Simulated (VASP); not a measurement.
A run of VASP 6.6.1 is set up as follows.

File INCAR:

```
SYSTEM = KNaICl
PREC = Accurate
ENCUT = 520
EDIFF = 1E-6
ISMEAR = 0
SIGMA = 0.05
LREAL = .FALSE.
LASPH = .TRUE.
NELM = 80
ALGO = Normal
ISIF = 2
LWAVE = .FALSE.
LCHARG = .FALSE.
NBANDS = 23
```

Contents of KPOINTS:

```
Automatic mesh
0
G
  6 6 4
  0 0 0
```

File POSCAR:

```
KNaICl
1.0
    4.2848800000      0.0000000000      0.0000000000
    0.0000000000      4.7359200000      0.0000000000
    0.0000000000      0.0000000000      6.8190640000
K Na I Cl
1 1 1 1
Direct
    0.5000000000      0.5000000000      0.5000000000
    0.0000000000      0.0000000000      0.0000000000
    0.5000000000      0.5000000000      0.0000000000
    0.0000000000      0.0000000000      0.5000000000
```

Potentials or basis: VASP PAW LDA potentials, release 64 (K_sv, Na_pv, I, Cl).

The run is started by

```console
$ cat potpaw_LDA.64/K_sv/POTCAR potpaw_LDA.64/Na_pv/POTCAR potpaw_LDA.64/I/POTCAR potpaw_LDA.64/Cl/POTCAR > POTCAR
$ mpirun -np 1 vasp_std > vasp.out
```

**Question.** Predict the band gap on the k mesh.

**Answer.** 3.38 eV (least direct gap 3.40 eV).

**Question.** What does it give for the pressure?

**Answer.** -2.0 GPa.

Stress tensor (GPa, compression positive):
```
-1.28  0.00  0.00
 0.00 -2.94  0.00
 0.00  0.00 -1.81
```

Caveat: the cell differs from its parent crystal (strain -0.0500 x Voigt [1, -1, 0, 0, 0, 0]); spin-orbit coupling is left out, which moves the levels of the heavy elements. A k mesh can miss the band edges.
